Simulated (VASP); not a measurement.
# Sc (Im-3m) in VASP: notebook

Runs on Sc. Level: LDA. Tasks: single point.

Everything below comes from runs of VASP 6.6.1. Logs are shortened: lines on timing, memory, paths and dates and some standing lists are left out, and cuts for length are marked.

## 1. The cell of the first run

Symmetry: Im-3m, No. 229, cubic system. The conventional cell has a = 3.008 Å, b = 3.008 Å, c = 3.008 Å, α = 90.00°, β = 90.00°, γ = 90.00°. Within 3.4 Å of Sc (site symmetry m-3m) lie 14 Sc at 2.61 to 3.01 Å.

## 2. Single point, LDA (volume scaled by 0.6)

INCAR reads:

```
SYSTEM = Sc
PREC = Accurate ; ENCUT = 520
EDIFF = 1E-6 ; ISMEAR = -1
SIGMA = 0.05 ; LREAL = .FALSE.
LASPH = .TRUE. ; NELM = 80
ALGO = Normal ; ISIF = 2
LWAVE = .FALSE. ; LCHARG = .FALSE.
NBANDS = 12
```

KPOINTS reads:

```
regular mesh
0
G
  17 17 17
  0 0 0
```

POSCAR reads:

```
Sc
1.0
   -1.5041281474      1.5041281474      1.5041281474
    1.5041281474     -1.5041281474      1.5041281474
    1.5041281474      1.5041281474     -1.5041281474
Sc
1
Direct
    0.0000000000      0.0000000000      0.0000000000
```

Potentials or basis: VASP PAW LDA potentials, release 64 (Sc_sv).

Run with:

```bash
cat potpaw_LDA.64/Sc_sv/POTCAR > POTCAR
mpirun -np 1 vasp_std > vasp.out
```

OUTCAR:

```text
SYSTEM = Sc
   PREC = Accurate
   ENCUT = 520
   EDIFF = 1E-6
   ISMEAR = -1
   LREAL = .FALSE.
   LASPH = .TRUE.
   NELM = 80
   ISIF = 2

 ion  position               nearest neighbor table
   1  0.000  0.000  0.000-

  LATTYP: Found a body centered cubic cell.
 ALAT       =     3.0082562948

  Lattice vectors:

 A1 = (  -1.5041281474,   1.5041281474,   1.5041281474)
 A2 = (   1.5041281474,  -1.5041281474,   1.5041281474)
 A3 = (   1.5041281474,   1.5041281474,  -1.5041281474)

Analysis of symmetry for initial positions (statically):
=====================================================================
 Subroutine PRICEL returns:
 Original cell was already a primitive cell.

 Routine SETGRP: Setting up the symmetry group for a
 body centered cubic supercell.

 Subroutine GETGRP returns: Found 48 space group operations
 (whereof 48 operations were pure point group operations)
 out of a pool of 48 trial point group operations.

The static configuration has the point symmetry O_h .

Analysis of symmetry for dynamics (positions and initial velocities):
=====================================================================
 Subroutine PRICEL returns:
 Original cell was already a primitive cell.

 Routine SETGRP: Setting up the symmetry group for a
 body centered cubic supercell.

 Subroutine GETGRP returns: Found 48 space group operations
 (whereof 48 operations were pure point group operations)
 out of a pool of 48 trial point group operations.

The dynamic configuration has the point symmetry O_h .

 Subroutine INISYM returns: Found 48 space group operations
 (whereof 48 operations are pure point group operations),
 and found     1 'primitive' translations

----------------------------------------------------------------------------------------

                                     Primitive cell

  volume of cell :      13.6118

  direct lattice vectors                    reciprocal lattice vectors
    -1.504128147  1.504128147  1.504128147     0.000000000  0.332418485  0.332418485
     1.504128147 -1.504128147  1.504128147     0.332418485  0.000000000  0.332418485
     1.504128147  1.504128147 -1.504128147     0.332418485  0.332418485  0.000000000

  length of vectors
     2.605226372  2.605226372  2.605226372     0.470110730  0.470110730  0.470110730

  position of ions in fractional coordinates (direct lattice)
     0.000000000  0.000000000  0.000000000

  ion indices of the primitive-cell ions
   primitive index   ion index
                 1           1
[... 73 lines left out ...]
   LREAL  =      F    real-space projection
   EDIFFG = 0.1E-04   stopping-criterion for IOM
   NSW    =      0    number of steps for IOM
   IBRION =     -1    ionic relax: 0-MD 1-quasi-New 2-CG
   NFREE  =      0    steps in history (QN), initial steepest desc. (CG)
   ISIF   =      2    stress and relaxation
   ISYM   =      2    0-nonsym 1-usesym 2-fastsym
   POTIM  = 0.5000    time-step for ionic-motion
   TEBEG  =    0.0;   TEEND  =   0.0 temperature during run
   PSTRESS=    0.0 pullay stress
   NELECT =      11.0000    total number of electrons
   NUPDOWN=      -1.0000    fix difference up-down
   EMIN   =  10.00;   EMAX   =-10.00  energy-range for DOS
   EFERMI =   0.00;   METHOD = LEGACY
   ISMEAR =    -1;   SIGMA  =   0.05  broadening in eV -4-tet -1-fermi 0-gaus
   EFERMI_NEDOS =   21; number of points for ismear=-14 and -15
   IALGO  =     38    algorithm
   IMIX   =      4    mixing-type and parameters
     AMIX     =   0.40;   BMIX     =  1.00
     AMIX_MAG =   1.60;   BMIX_MAG =  1.00
  volume/ion in A,a.u.               =      13.61        91.86
  Fermi-wavevector in a.u.,A,eV,Ry     =   1.524875  2.881596 31.636859  2.325244
  Thomas-Fermi vector in A             =   2.633122
   LORBIT       =      0    0 simple, 1 ext, 2 COOP (PROOUT), +10 PAW based schemes
   GGA     = CA    functional components
   LHFCALC =     F    Hartree Fock is set to
   AEXX    =    0.0000 exact exchange contribution
   IVDW    =     0    specifies the selected vdW correction
   LEPSILON=     F    determine dielectric tensor
   LRPA    =     F    only Hartree local field effects (RPA)
 non-spin polarized calculation
  energy-cutoff  :      520.00
  volume of cell :       13.61
 maximum number of plane-waves:       377
   NGX =  9   NGY =  9   NGZ =  9

 number of electron      11.0000002 magnetization

 Free energy of the ion-electron system (eV)
  ---------------------------------------------------
  ext. energy  EPLUGINS =         0.00000000
  ---------------------------------------------------
  free energy    TOTEN  =        -5.33207332 eV

  energy without entropy =       -5.31711522  energy(sigma->0) =       -5.32459427

 E-fermi :   7.7790     XC(G=0): -12.8853

 val. band max:        7.7701316878   @ k =  -0.3529  -0.3529   0.0588
 cond. band min:       7.7803185578   @ k =  -0.4118  -0.4118   0.1176
 fundamental gap:      0.0101868699
 Fermi energy:         7.7790054248

 k-point     1 :       0.0000    0.0000    0.0000
  band No.  band energies     occupation
      1     -40.1445      2.00000
      2     -17.7134      2.00000
      3     -17.7134      2.00000
      4     -17.7134      2.00000
      5       2.5332      2.00000
      6       9.9310      0.00000
      7       9.9310      0.00000
      8       9.9310      0.00000
      9      12.7376      0.00000
     10      12.7376      0.00000
     11      26.5027      0.00000
     12      26.5027      0.00000
[... 331 lines left out ...]
 k-point    24 :       0.1765    0.1765    0.0000
  band No.  band energies     occupation
      1     -39.7001      2.00000
      2     -19.2889      2.00000
      3     -18.2208      2.00000
      4     -17.8799      2.00000
      5       5.6834      2.00000
      6       8.1857      0.00059
      7       8.6485      0.00000
      8      11.9568      0.00000
      9      13.4238      0.00000
     10      13.7817      0.00000
     11      25.3547      0.00000
     12      25.6247      0.00000

 [... further k-points ...]
[... 5 lines left out ...]
  --------------------------------------------------------------------------------------
  -------------------------------------------------------------------------------------
  Total        5.2877493      5.2877493      5.2877493      0.0000000     -0.0000000      0.0000000
  in kB      622.3961974    622.3961974    622.3961974      0.0000000     -0.0000000      0.0000000
  external PRESSURE =     622.3961974 kB  Pullay stress =       0.0000000 kB

 VOLUME and BASIS-vectors are now :
 -----------------------------------------------------------------------------
  energy-cutoff  :      520.00
  volume of cell :       13.61
      direct lattice vectors                 reciprocal lattice vectors
    -1.504128147  1.504128147  1.504128147     0.000000000  0.332418485  0.332418485
     1.504128147 -1.504128147  1.504128147     0.332418485  0.000000000  0.332418485
     1.504128147  1.504128147 -1.504128147     0.332418485  0.332418485  0.000000000

 POSITION                                       TOTAL-FORCE (eV/Angst)
 -----------------------------------------------------------------------------------
      0.00000      0.00000      0.00000        -0.000000     -0.000000      0.000000
 -----------------------------------------------------------------------------------
    total drift:                                0.000000     -0.000000      0.000000

  FREE ENERGIE OF THE ION-ELECTRON SYSTEM (eV)
  ---------------------------------------------------
  free  energy   TOTEN  =        -5.3320733216 eV

  energy  without entropy=       -5.3171152216  energy(sigma->0) =       -5.32459427
```

stdout:

```text
POSCAR found type information on POSCAR Sc
 POSCAR found :  1 types and       1 ions
 scaLAPACK will be used
 LDA part: xc-table for (Slater(with rela. corr.)+CA(PZ))
 , standard interpolation
 POSCAR, INCAR and KPOINTS ok, starting setup
 FFT: planning ... GRIDC
 FFT: planning ... GRID_SOFT
 FFT: planning ... GRID
 WAVECAR not read
 entering main loop
```

It took 11 s on 1 thread of Intel Xeon 6975P-C (Granite Rapids), shared host; peak memory 0.13 GiB.

What came out:

| Item | Value |
| --- | --- |
| Free energy | -5.3321 eV |
| Pressure | 62.2 GPa |

## 3. Single point, LDA (volume scaled by 0.68)

INCAR reads:

```
SYSTEM = Sc
ALGO     = Normal         ! electronic algorithm
EDIFF    = 1E-6           ! SCF threshold, eV
ENCUT    = 520            ! plane-wave cutoff, eV
ISIF     = 2              ! what is computed and relaxed
ISMEAR   = -1             ! smearing method
LASPH    = .TRUE.         ! aspherical terms in the spheres
LCHARG   = .FALSE.        ! write CHGCAR
LREAL    = .FALSE.        ! projectors in reciprocal space
LWAVE    = .FALSE.        ! write WAVECAR
NBANDS   = 12             ! bands
NELM     = 60             ! most SCF steps
PREC     = Accurate       ! precision mode
SIGMA    = 0.05           ! smearing width, eV
```

KPOINTS reads:

```
k-points
0
G
  17 17 17
  0 0 0
```

POSCAR reads:

```
Sc
1.0
   -1.5682094236      1.5682094236      1.5682094236
    1.5682094236     -1.5682094236      1.5682094236
    1.5682094236      1.5682094236     -1.5682094236
Sc
1
Direct
    0.0000000000      0.0000000000      0.0000000000
```

Potentials or basis: VASP PAW LDA potentials, release 64 (Sc_sv).

Run with:

```bash
cat potpaw_LDA.64/Sc_sv/POTCAR > POTCAR
mpirun -np 1 vasp_std > vasp.out
```

It took 11 s on 1 thread of Intel Xeon 6975P-C (Granite Rapids), shared host; peak memory 0.13 GiB.

The run converged. Its results:

```
Free energy : -5.9037 eV
Pressure    : 39.8 GPa
```

Levels at points of the mesh, in eV from the Fermi level:
```tsv
k point	band 3	band 4	band 5	band 6	band 7	band 8	band 9	band 10
(0.00, 0.00, 0.00)	-26.03	-26.03	-5.52	1.99	1.99	1.99	4.46	4.46
```

## 4. Single point, LDA (volume scaled by 0.68)

INCAR reads:

```
ALGO = Normal ; EDIFF = 1E-6
ENCUT = 520 ; GGA = CA
ISIF = 2 ; ISMEAR = -1
LASPH = True ; LCHARG = False
LREAL = False ; LWAVE = False
NBANDS = 12 ; NELM = 80
PREC = Accurate ; SIGMA = 0.05
```

KPOINTS reads:

```
k-points
0
Gamma
  17 17 17
```

POSCAR is that of step 3.

Potentials or basis: VASP PAW LDA potentials, release 64 (Sc_sv).

Run with:

```bash
cat potpaw_LDA.64/Sc_sv/POTCAR > POTCAR
mpirun -np 1 vasp_std > vasp.out
```

OUTCAR:

```text
EDIFF = 1E-6
   ENCUT = 520
   GGA = CA
   ISIF = 2
   ISMEAR = -1
   LASPH = True
   LREAL = False
   NELM = 80
   PREC = Accurate

 ion  position               nearest neighbor table
   1  0.000  0.000  0.000-

  LATTYP: Found a body centered cubic cell.
 ALAT       =     3.1364188472

  Lattice vectors:

 A1 = (  -1.5682094236,   1.5682094236,   1.5682094236)
 A2 = (   1.5682094236,  -1.5682094236,   1.5682094236)
 A3 = (   1.5682094236,   1.5682094236,  -1.5682094236)

Analysis of symmetry for initial positions (statically):
=====================================================================
 Subroutine PRICEL returns:
 Original cell was already a primitive cell.

 Routine SETGRP: Setting up the symmetry group for a
 body centered cubic supercell.

 Subroutine GETGRP returns: Found 48 space group operations
 (whereof 48 operations were pure point group operations)
 out of a pool of 48 trial point group operations.

The static configuration has the point symmetry O_h .

Analysis of symmetry for dynamics (positions and initial velocities):
[... 156 lines left out ...]
 E-fermi :   6.7885     XC(G=0): -12.2538

 val. band max:        6.7787237770   @ k =   0.3529   0.1765   0.0000
 cond. band min:       6.8001586482   @ k =  -0.3529  -0.4706   0.0588
 fundamental gap:      0.0214348712
 Fermi energy:         6.7884706079

 k-point     1 :       0.0000    0.0000    0.0000
  band No.  band energies     occupation
      1     -41.2200      2.00000
      2     -19.2418      2.00000
      3     -19.2418      2.00000
      4     -19.2418      2.00000
      5       1.2677      2.00000
      6       8.7806      0.00000
      7       8.7806      0.00000
      8       8.7806      0.00000
      9      11.2497      0.00000
     10      11.2497      0.00000
     11      24.4044      0.00000
     12      24.4044      0.00000
[... 331 lines left out ...]
 k-point    24 :       0.1765    0.1765    0.0000
  band No.  band energies     occupation
      1     -40.9313      2.00000
      2     -20.3642      2.00000
      3     -19.6008      2.00000
      4     -19.3584      2.00000
      5       4.2597      2.00000
      6       7.2082      0.00045
      7       7.5678      0.00000
      8      10.5692      0.00000
      9      11.8034      0.00000
     10      12.0448      0.00000
     11      22.7107      0.00000
     12      22.8896      0.00000

 [... further k-points ...]
[... 5 lines left out ...]
  --------------------------------------------------------------------------------------
  -------------------------------------------------------------------------------------
  Total        3.8288011      3.8288011      3.8288011     -0.0000000      0.0000000     -0.0000000
  in kB      397.6502111    397.6502111    397.6502111     -0.0000000      0.0000000     -0.0000000
  external PRESSURE =     397.6502111 kB  Pullay stress =       0.0000000 kB

 VOLUME and BASIS-vectors are now :
 -----------------------------------------------------------------------------
  energy-cutoff  :      520.00
  volume of cell :       15.43
      direct lattice vectors                 reciprocal lattice vectors
    -1.568209424  1.568209424  1.568209424     0.000000000  0.318834967  0.318834967
     1.568209424 -1.568209424  1.568209424     0.318834967  0.000000000  0.318834967
     1.568209424  1.568209424 -1.568209424     0.318834967  0.318834967  0.000000000

 POSITION                                       TOTAL-FORCE (eV/Angst)
 -----------------------------------------------------------------------------------
      0.00000      0.00000      0.00000         0.000000      0.000000     -0.000000
 -----------------------------------------------------------------------------------
    total drift:                                0.000000     -0.000000      0.000000

  FREE ENERGIE OF THE ION-ELECTRON SYSTEM (eV)
  ---------------------------------------------------
  free  energy   TOTEN  =        -5.9036632942 eV

  energy  without entropy=       -5.8889042494  energy(sigma->0) =       -5.89628377
```

Wall time 12 s (1 thread of Intel Xeon 6975P-C (Granite Rapids), shared host); peak memory 0.13 GiB.

What came out:

* Free energy: -5.9037 eV
* Pressure: 39.8 GPa
